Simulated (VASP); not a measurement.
# VH (Fm-3m) in VASP: a series of runs, part 2 of 2

VASP 6.6.1.

### 5 Single point, r2SCAN, collinear spin, ferromagnetic start

POSCAR reads:

```
VH
1.0
    0.0000000000      1.9637535800      1.9637535800
    1.9637535800      0.0000000000      1.9637535800
    1.9637535800      1.9637535800      0.0000000000
V H
1 1
Direct
    0.0000000000      0.0000000000      0.0000000000
    0.5000000000      0.5000000000      0.5000000000
```

INCAR.step1 reads:

```
SYSTEM = VH
ALGO = Normal
EDIFF = 1E-4
ENCUT = 520
GGA = PE
ISMEAR = -1
ISPIN = 2
LASPH = .TRUE.
LCHARG = .FALSE.
LMAXMIX = 4
LREAL = .FALSE.
LWAVE = .TRUE.
MAGMOM = 0.95 0.05
NBANDS = 18
NELM = 150
NUPDOWN = 1.3
PREC = Accurate
SIGMA = 0.05
```

INCAR.step2 reads:

```
SYSTEM = VH
ALGO = Normal
EDIFF = 1E-6
ENCUT = 520
ISIF = 2
ISMEAR = -1
ISPIN = 2
ISTART = 1
LASPH = .TRUE.
LCHARG = .FALSE.
LMAXMIX = 4
LMIXTAU = .TRUE.
LORBIT = 11
LREAL = .FALSE.
LWAVE = .FALSE.
MAGMOM = 0.95 0.05
METAGGA = R2SCAN
NBANDS = 18
NELM = 150
NUPDOWN = 1.3
PREC = Accurate
SIGMA = 0.05
```

KPOINTS reads:

```
k-points
0
G
  13 13 13
  0 0 0
```

Run with:

```bash
$ cat potpaw_PBE.64/V_sv/POTCAR potpaw_PBE.64/H/POTCAR > POTCAR
$ cp INCAR.step1 INCAR
$ mpirun -np 1 vasp_std > vasp.out
$ cp INCAR.step2 INCAR
$ mpirun -np 1 vasp_std > vasp.out
```

It took 84 s on 1 thread of Intel Xeon Platinum 8488C (Sapphire Rapids), shared host; peak memory 0.18 GiB.

It converged, with:

```
Free energy                                           : -17.7937 eV
Pressure                                              : 6.0 GPa
Net moment                                            : 1.30 μB per cell
Site moments                                          : V +1.15; H -0.01 μB
Valence electrons inside the program's atomic spheres : V 11.64; H 0.58
```

Caveat: the cell stands under pressure; the PAW data sets were made with another functional, which shifts forces and pressure a little; the total moment is fixed, so each spin has its own Fermi level and the state may be an excited one.

### 6 Single point, r2SCAN, collinear spin, ferromagnetic start

POSCAR is that of step 5.

INCAR.step1 reads:

```
SYSTEM = VH
PREC = Accurate ; ENCUT = 520
ISMEAR = -1 ; SIGMA = 0.05
LREAL = .False. ; LASPH = .True.
NELM = 150 ; ISPIN = 2
MAGMOM = 1.28 0.06 ; NUPDOWN = 1.8
LMAXMIX = 4 ; NBANDS = 18
GGA = PE ; ALGO = Normal
EDIFF = 1E-4 ; LWAVE = .True.
LCHARG = .False.
```

INCAR.step2 reads:

```
SYSTEM = VH
PREC = Accurate ; ENCUT = 520
EDIFF = 1E-6 ; ISMEAR = -1
SIGMA = 0.05 ; LREAL = .False.
LASPH = .True. ; NELM = 150
ALGO = Normal ; ISIF = 2
LWAVE = .False. ; LCHARG = .False.
ISPIN = 2 ; MAGMOM = 1.28 0.06
LORBIT = 11 ; NUPDOWN = 1.8
LMAXMIX = 4 ; METAGGA = R2SCAN
LMIXTAU = .True. ; NBANDS = 18
ISTART = 1
```

KPOINTS reads:

```
regular mesh
0
Gamma
  13 13 13
  0 0 0
```

Potentials or basis: VASP PAW PBE potentials, release 64 (V_sv, H).

Run with:

```bash
$ cat potpaw_PBE.64/V_sv/POTCAR potpaw_PBE.64/H/POTCAR > POTCAR
$ cp INCAR.step1 INCAR
$ mpirun -np 1 vasp_std > vasp.out
$ cp INCAR.step2 INCAR
$ mpirun -np 1 vasp_std > vasp.out
```

OUTCAR:

```text
SYSTEM = VH
   PREC = Accurate
   ENCUT = 520
   EDIFF = 1E-6
   ISMEAR = -1
   LREAL = .False.
   LASPH = .True.
   NELM = 150
   ISIF = 2
   ISPIN = 2
   LORBIT = 11
   NUPDOWN = 1.8
   METAGGA = R2SCAN
   ISTART = 1

 ion  position               nearest neighbor table
   1  0.000  0.000  0.000-
   2  0.500  0.500  0.500-

  LATTYP: Found a face centered cubic cell.
 ALAT       =     3.9275071600

  Lattice vectors:

 A1 = (   0.0000000000,   1.9637535800,   1.9637535800)
 A2 = (   1.9637535800,   0.0000000000,   1.9637535800)
 A3 = (   1.9637535800,   1.9637535800,   0.0000000000)

Analysis of symmetry for initial positions (statically):
=====================================================================
 Subroutine PRICEL returns:
 Original cell was already a primitive cell.

 Routine SETGRP: Setting up the symmetry group for a
 face centered cubic supercell.

 Subroutine GETGRP returns: Found 48 space group operations
 (whereof 48 operations were pure point group operations)
 out of a pool of 48 trial point group operations.

The static configuration has the point symmetry O_h .

Analysis of symmetry for dynamics (positions and initial velocities):
=====================================================================
 Subroutine PRICEL returns:
 Original cell was already a primitive cell.

 Routine SETGRP: Setting up the symmetry group for a
 face centered cubic supercell.

 Subroutine GETGRP returns: Found 48 space group operations
 (whereof 48 operations were pure point group operations)
 out of a pool of 48 trial point group operations.

The dynamic configuration has the point symmetry O_h .

Analysis of structural, dynamic, and magnetic symmetry:
=====================================================================
 Subroutine PRICEL returns:
 Original cell was already a primitive cell.

 Routine SETGRP: Setting up the symmetry group for a
 face centered cubic supercell.

 Subroutine GETGRP returns: Found 48 space group operations
 (whereof 48 operations were pure point group operations)
 out of a pool of 48 trial point group operations.

The overall configuration has the point symmetry O_h .

 Subroutine INISYM returns: Found 48 space group operations
 (whereof 48 operations are pure point group operations),
 and found     1 'primitive' translations

----------------------------------------------------------------------------------------

                                     Primitive cell

  volume of cell :      15.1458

  direct lattice vectors                    reciprocal lattice vectors
     0.000000000  1.963753580  1.963753580    -0.254614431  0.254614431  0.254614431
     1.963753580  0.000000000  1.963753580     0.254614431 -0.254614431  0.254614431
     1.963753580  1.963753580  0.000000000     0.254614431  0.254614431 -0.254614431

  length of vectors
     2.777166946  2.777166946  2.777166946     0.441005130  0.441005130  0.441005130

  position of ions in fractional coordinates (direct lattice)
     0.000000000  0.000000000  0.000000000
     0.500000000  0.500000000  0.500000000

  ion indices of the primitive-cell ions
   primitive index   ion index
                 1           1
                 2           2

----------------------------------------------------------------------------------------

 KPOINTS: regular mesh

Automatic generation of k-mesh.
[... 62 lines left out ...]
   LSORBIT =      F    spin-orbit coupling
   LASPH  =      T    aspherical Exc in radial PAW
   ENCUT  =  520.0 eV  38.22 Ry    6.18 a.u.   5.16  5.16  5.16*2*pi/ulx,y,z
   NELM   =    150;   NELMIN=  2; NELMDL=  0     # of ELM steps
   EDIFF  = 0.1E-05   stopping-criterion for ELM
   LREAL  =      F    real-space projection
   EDIFFG = 0.1E-04   stopping-criterion for IOM
   NSW    =      0    number of steps for IOM
   IBRION =     -1    ionic relax: 0-MD 1-quasi-New 2-CG
   NFREE  =      0    steps in history (QN), initial steepest desc. (CG)
   ISIF   =      2    stress and relaxation
   ISYM   =      2    0-nonsym 1-usesym 2-fastsym
   POTIM  = 0.5000    time-step for ionic-motion
   TEBEG  =    0.0;   TEEND  =   0.0 temperature during run
   PSTRESS=    0.0 pullay stress
   NELECT =      14.0000    total number of electrons
   NUPDOWN=       1.8000    fix difference up-down
   EMIN   =  10.00;   EMAX   =-10.00  energy-range for DOS
   EFERMI =   0.00;   METHOD = LEGACY
   ISMEAR =    -1;   SIGMA  =   0.05  broadening in eV -4-tet -1-fermi 0-gaus
   EFERMI_NEDOS =   21; number of points for ismear=-14 and -15
   IALGO  =     38    algorithm
   IMIX   =      4    mixing-type and parameters
     AMIX     =   0.40;   BMIX     =  1.00
     AMIX_MAG =   1.60;   BMIX_MAG =  1.00
  volume/ion in A,a.u.               =       7.57        51.10
  Fermi-wavevector in a.u.,A,eV,Ry     =   1.594730  3.013603 34.601848  2.543164
  Thomas-Fermi vector in A             =   2.692759
   LORBIT       =     11    0 simple, 1 ext, 2 COOP (PROOUT), +10 PAW based schemes
   METAGGA = R2SCAN    functional components
   LHFCALC =     F    Hartree Fock is set to
   AEXX    =    0.0000 exact exchange contribution
   IVDW    =     0    specifies the selected vdW correction
   LEPSILON=     F    determine dielectric tensor
   LRPA    =     F    only Hartree local field effects (RPA)
 spin polarized calculation
  energy-cutoff  :      520.00
  volume of cell :       15.15
 maximum number of plane-waves:       423
 NGX is ok and might be reduce to    24
   NGX = 11   NGY = 11   NGZ = 11

 number of electron      14.0000004 magnetization       1.8000001

 Free energy of the ion-electron system (eV)
  ---------------------------------------------------
  ext. energy  EPLUGINS =         0.00000000
  ---------------------------------------------------
  free energy    TOTEN  =       -17.63431478 eV

  energy without entropy =      -17.62436663  energy(sigma->0) =      -17.62934070

 E-fermi :   9.8037     XC(G=0): -13.9701

 val. band max:       10.5746867084   @ k =  -0.4615   0.4615   0.0000
 cond. band min:       9.8174331672   @ k =  -0.3077   0.3846   0.0769
 fundamental gap:     -0.7572535412
 Fermi energy:        10.5806504007

 spin component 1

 k-point     1 :       0.0000    0.0000    0.0000
  band No.  band energies     occupation
      1     -57.2672      1.00000
      2     -29.6460      1.00000
      3     -29.6460      1.00000
      4     -29.6460      1.00000
      5      -1.6133      1.00000
      6       9.4253      1.00000
[... 493 lines left out ...]
     17      37.6076      0.00000
     18      42.3721      0.00000

 [... further k-points ...]

 spin component 2

 k-point     1 :       0.0000    0.0000    0.0000
  band No.  band energies     occupation
      1     -55.3529      1.00000
      2     -27.7264      1.00000
      3     -27.7264      1.00000
      4     -27.7264      1.00000
      5      -0.8302      1.00000
      6      11.0627      0.00000
[... 493 lines left out ...]
     17      38.6418      0.00000
     18      43.5930      0.00000

 [... further k-points ...]

------------------------ aborting loop because EDIFF is reached ----------------------------------------

  FORCE on cell =-STRESS in cart. coord.  units (eV):
  Direction    XX          YY          ZZ          XY          YZ          ZX
  --------------------------------------------------------------------------------------
  -------------------------------------------------------------------------------------
  Total        1.0802141      1.0802141      1.0802141      0.0000000     -0.0000000      0.0000000
  in kB      114.2692730    114.2692730    114.2692730      0.0000000     -0.0000000      0.0000000
  external PRESSURE =     114.2692730 kB  Pullay stress =       0.0000000 kB

 VOLUME and BASIS-vectors are now :
 -----------------------------------------------------------------------------
  energy-cutoff  :      520.00
  volume of cell :       15.15
      direct lattice vectors                 reciprocal lattice vectors
     0.000000000  1.963753580  1.963753580    -0.254614431  0.254614431  0.254614431
     1.963753580  0.000000000  1.963753580     0.254614431 -0.254614431  0.254614431
     1.963753580  1.963753580  0.000000000     0.254614431  0.254614431 -0.254614431

 POSITION                                       TOTAL-FORCE (eV/Angst)
 -----------------------------------------------------------------------------------
      0.00000      0.00000      0.00000         0.000000     -0.000000     -0.000000
      1.96375      1.96375      1.96375        -0.000000      0.000000      0.000000
 -----------------------------------------------------------------------------------
    total drift:                                0.000000     -0.000000     -0.000000

  FREE ENERGIE OF THE ION-ELECTRON SYSTEM (eV)
  ---------------------------------------------------
  free  energy   TOTEN  =       -17.6343147801 eV

  energy  without entropy=      -17.6243666296  energy(sigma->0) =      -17.62934070

 total charge

# of ion       s       p       d       tot
------------------------------------------
    1        2.255   6.228   3.181  11.664
    2        0.553   0.031   0.000   0.585
--------------------------------------------------
tot          2.809   6.260   3.181  12.249

 magnetization (x)

# of ion       s       p       d       tot
------------------------------------------
    1        0.025   0.063   1.482   1.571
    2       -0.031   0.014   0.000  -0.017
--------------------------------------------------
tot         -0.007   0.078   1.482   1.553
```

Run time: 74 s. Hardware: 1 thread of Intel Xeon Platinum 8488C (Sapphire Rapids), shared host; peak memory 0.18 GiB.

Results:

```
Free energy                                           : -17.6343 eV
Pressure                                              : 11.4 GPa
Net moment                                            : 1.80 μB per cell
Site moments                                          : V +1.57; H -0.02 μB
Valence electrons inside the program's atomic spheres : V 11.66; H 0.58
```

Caveat: the cell stands under pressure; the PAW data sets were made with another functional, which shifts forces and pressure a little; the total moment is fixed, so each spin has its own Fermi level and the state may be an excited one.

### 7 Overview

| spin | fixed moment (μB) | pressure (GPa) | moment (μB) |
| --- | --- | --- | --- |
| collinear, zero start | 0.0 | -0.1 | 0.00 |
| collinear, ferromagnetic start | 0.4 | 0.5 | 0.40 |
| collinear, ferromagnetic start | 0.9 | 2.7 | 0.90 |
| collinear, ferromagnetic start | 1.3 | 6.0 | 1.30 |
| collinear, ferromagnetic start | 1.8 | 11.4 | 1.80 |

Alike in all rows: task single point; level r2SCAN; potentials or basis VASP PAW PBE potentials, release 64 (V_sv, H); cell as given; k mesh 13 × 13 × 13; cutoff (eV) 520; smearing fermi-dirac 0.05 eV.

Caveats: the PAW data sets were made with another functional, which shifts forces and pressure a little; the total moment is fixed, so each spin has its own Fermi level and the state may be an excited one (at least some runs); the cell stands under pressure (at least some runs); the total moment is fixed, so each spin has its own Fermi level (at least some runs).

Absolute energies hang on the potentials; compare differences alone.
